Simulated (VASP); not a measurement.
# Cu: single point with PBE

Cu:

```xyz
2
Lattice="2.5341 0.0000 0.0000 -1.2670 2.1946 0.0000 0.0000 0.0000 4.1126" Properties=species:S:1:pos:R:3 pbc="T T T"
Cu    0.0000    1.4631    1.0281
Cu    1.2670    0.7315    3.0844
```

| Property | Result |
| --- | --- |
| Program | VASP 6.6.1 |
| Task | single point |
| Functional | PBE |
| Potentials or basis | VASP PAW PBE potentials, release 64 (Cu) |
| Cutoff | 600 eV |
| k mesh | 6 × 6 × 4 |
| Occupations | gaussian, width 0.1 eV |
| Spin | no spin polarisation |
| Dipole correction | no |
| Further INCAR settings | ALGO = Normal; EDIFF = 1e-06; NBANDS = 18 |

| Quantity | Value |
| --- | --- |
| Pressure | 8.2 GPa |
| Band gap on the k mesh | zero (band 11 reaches 12.08 eV, above the bottom of band 12 at 5.99 eV) |

Stress tensor (GPa, compression positive):
```
8.82 0.00 0.00
0.00 8.82 0.00
0.00 0.00 7.02
```

Levels at points of the mesh, in eV from the Fermi level:
```
           k point  band 9  band 10  band 11  band 12  band 13  band 14
(0.00, 0.00, 0.00)   -2.46    -1.66    -1.66    -0.93     4.12    21.64
(0.50, 0.00, 0.00)   -1.51    -1.47     0.09     1.71     8.04     8.48
(0.00, 0.00, 0.50)   -1.90    -1.90    -1.90    -1.90    12.99    12.99
(0.50, 0.00, 0.50)   -1.51    -1.51     0.56     0.56     5.11     5.11
```

It took 7.7 s on 1 thread of AMD EPYC 7R43 64-Core Processor (Zen 3), on a shared host, peak memory 0.1 GiB.

Caveat: the k points lie up to 0.48 Å⁻¹ apart.
